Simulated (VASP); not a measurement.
Input of a VASP 6.6.1 run:

INCAR

```
SYSTEM = AlNi3
  PREC = Accurate
  ENCUT = 520
  EDIFF = 1E-6
  ISMEAR = 0
  SIGMA = 0.15
  LREAL = .FALSE.
  LASPH = .TRUE.
  NELM = 150
  ALGO = Normal
  ISIF = 2
  LWAVE = .FALSE.
  LCHARG = .FALSE.
  ISPIN = 2
  MAGMOM = 0 0.375 0.375 0.375
  LORBIT = 11
  NUPDOWN = 1.125
  LMAXMIX = 4
  GGA = PE
  NBANDS = 28
```

KPOINTS

```
Automatic mesh
0
G
  14 14 14
  0 0 0
```

File POSCAR:

```
AlNi3
1.0
    0.0000000000      2.9450746116      2.9450746116
    2.9450746116      0.0000000000      2.9450746116
    2.9450746116      2.9450746116      0.0000000000
Al Ni
1 3
Direct
    0.5000000000      0.5000000000      0.5000000000
    0.2500000000      0.2500000000      0.2500000000
    0.0000000000      0.0000000000      0.0000000000
    0.7500000000      0.7500000000      0.7500000000
```

Potentials or basis: VASP PAW PBE potentials, release 64 (Al, Ni).

The run is started by

```bash
$ cat potpaw_PBE.64/Al/POTCAR potpaw_PBE.64/Ni/POTCAR > POTCAR
$ mpirun -np 1 vasp_std > vasp.out
```

Question: Estimate the pressure.

Answer: -14.5 GPa.

Caveat: the cell stands under tension; the total moment is fixed, so each spin has its own Fermi level and the state may be an excited one.
